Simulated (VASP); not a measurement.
Write the native input for VASP 6.6.1 that does the following.

- Task: single point
- Functional: r2SCAN
- Dispersion: D3(BJ)
- Potentials or basis: VASP PAW PBE potentials, release 64 (P, B)
- Cutoff: 520 eV
- k mesh: 10 × 10 × 10
- Occupations: fermi-dirac, width 0.05 eV
- Spin: no spin polarisation
- Dipole correction: no
- Further INCAR settings: ALGO = Normal; EDIFF = 1e-07; NBANDS = 11

The system is BP.

```
CELL_PARAMETERS angstrom
0.00000 2.29886 2.29886
2.29886 0.00000 2.29886
2.29886 2.29886 0.00000
ATOMIC_POSITIONS crystal
P 0.75000 0.75000 0.75000
B 0.00000 0.00000 0.00000
```

One way to write it, as run:

POSCAR

```
BP
1.0
    0.0000000000      2.2988586873      2.2988586873
    2.2988586873      0.0000000000      2.2988586873
    2.2988586873      2.2988586873      0.0000000000
P B
1 1
Direct
    0.7500000000      0.7500000000      0.7500000000
    0.0000000000      0.0000000000      0.0000000000
```

INCAR.step1

```
SYSTEM = BP
PREC = Accurate
ENCUT = 520
ISMEAR = -1
SIGMA = 0.05
LREAL = .FALSE.
LASPH = .TRUE.
NELM = 100
NBANDS = 11
GGA = PE
ALGO = Normal
EDIFF = 1E-4
LWAVE = .TRUE.
LCHARG = .FALSE.
```

INCAR.step2

```
SYSTEM = BP
PREC = Accurate
ENCUT = 520
EDIFF = 1E-7
ISMEAR = -1
SIGMA = 0.05
LREAL = .FALSE.
LASPH = .TRUE.
NELM = 100
ALGO = Normal
ISIF = 2
LWAVE = .FALSE.
LCHARG = .TRUE.
METAGGA = R2SCAN
LMIXTAU = .TRUE.
IVDW = 12
VDW_S6 = 1.0
VDW_S8 = 0.78981345
VDW_A1 = 0.49484001
VDW_A2 = 5.73083694
LELF = .TRUE.
LVHAR = .TRUE.
NBANDS = 11
ISTART = 1
```

KPOINTS

```
Automatic mesh
0
G
  10 10 10
  0 0 0
```

Potentials or basis: VASP PAW PBE potentials, release 64 (P, B).

Command:

```sh
$ cat potpaw_PBE.64/P/POTCAR potpaw_PBE.64/B/POTCAR > POTCAR
$ cp INCAR.step1 INCAR
$ mpirun -np 1 vasp_std > vasp.out
$ cp INCAR.step2 INCAR
$ mpirun -np 1 vasp_std > vasp.out
```

Results of the run:

```yaml
Pressure: -8.7 GPa
Band_gap_on_the_k_mesh: 1.50 eV, indirect (least direct gap 3.58 eV)
Dispersion_energy_per_atom: -0.145 eV
```

Caveat: the PAW data sets were made with another functional, which shifts forces and pressure a little.

Wall time 20 s on 1 thread of Intel(R) Xeon(R) 6975P-C (Granite Rapids) (shared host), peak memory 0.15 GiB.
